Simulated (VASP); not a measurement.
Al: single point with LDA

Crystal: Al.

```
CELL_PARAMETERS angstrom
0.00000 1.99235 1.99235
1.99235 0.00000 1.99235
1.99235 1.99235 0.00000
ATOMIC_POSITIONS crystal
Al 0.00000 0.00000 0.00000
```

| Quantity | Value |
| --- | --- |
| Program | VASP 6.6.1 |
| Task | single point |
| Functional | LDA |
| Potentials or basis | VASP PAW LDA potentials, release 64 (Al) |
| Cutoff | 520 eV |
| k mesh | 16 × 16 × 16 |
| Occupations | fermi-dirac, width 0.15 eV |
| Spin | no spin polarisation |
| Dipole correction | no |
| Further INCAR settings | ALGO = Normal; EDIFF = 1e-06; NBANDS = 8 |

| Quantity | Value |
| --- | --- |
| Pressure | 0.1 GPa |

Levels at points of the mesh, in eV from the Fermi level:
```
           k point  band 1  band 2  band 3  band 4  band 5
(0.00, 0.00, 0.00)  -11.42   12.78   12.78   12.78   14.43
(0.50, 0.00, 0.00)   -4.74   -4.48   11.61   11.61   11.67
(0.50, 0.50, 0.00)   -3.02   -1.65    5.28    5.71    5.71
```

It took 5.4 s on 1 thread of Intel(R) Xeon(R) 6975P-C (Granite Rapids), on a shared host, peak memory 0.13 GiB.
